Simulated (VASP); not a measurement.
A run of VASP 6.6.1 is set up as follows.

File INCAR:

```
ALGO     = Normal         # electronic algorithm
EDIFF    = 1E-6           # SCF threshold, eV
ENCUT    = 520            # plane-wave cutoff, eV
GGA      = PE             # functional
ISIF     = 2              # what is computed and relaxed
ISMEAR   = 0              # smearing method
LASPH    = True           # aspherical terms in the spheres
LCHARG   = False          # write CHGCAR
LREAL    = False          # projectors in reciprocal space
LWAVE    = False          # write WAVECAR
NBANDS   = 11             # bands
NELM     = 100            # most SCF steps
PREC     = Accurate       # precision mode
SIGMA    = 0.01           # smearing width, eV
```

File KPOINTS:

```
k-points
0
Gamma
  6 6 6
```

Contents of POSCAR:

```
MgO
1.0
    0.0000000000      2.1231890896      2.1231890896
    2.1231890896      0.0000000000      2.1231890896
    2.1231890896      2.1231890896      0.0000000000
Mg O
1 1
Direct
    0.0000000000      0.0000000000      0.0000000000
    0.5000000000      0.5000000000      0.5000000000
```

Potentials or basis: VASP PAW PBE potentials, release 64 (Mg, O).

The run is started by

```bash
$ cat potpaw_PBE.64/Mg/POTCAR potpaw_PBE.64/O/POTCAR > POTCAR
$ mpirun -np 1 vasp_std > vasp.out
```

(1) Predict the band gap on the k mesh.

(2) Predict the pressure.

## Answers

(1) 4.49 eV, direct.

(2) 0.0 GPa.

Caveat: the k points lie up to 0.43 Å⁻¹ apart; the cell differs from its parent crystal (strain +1.0%).
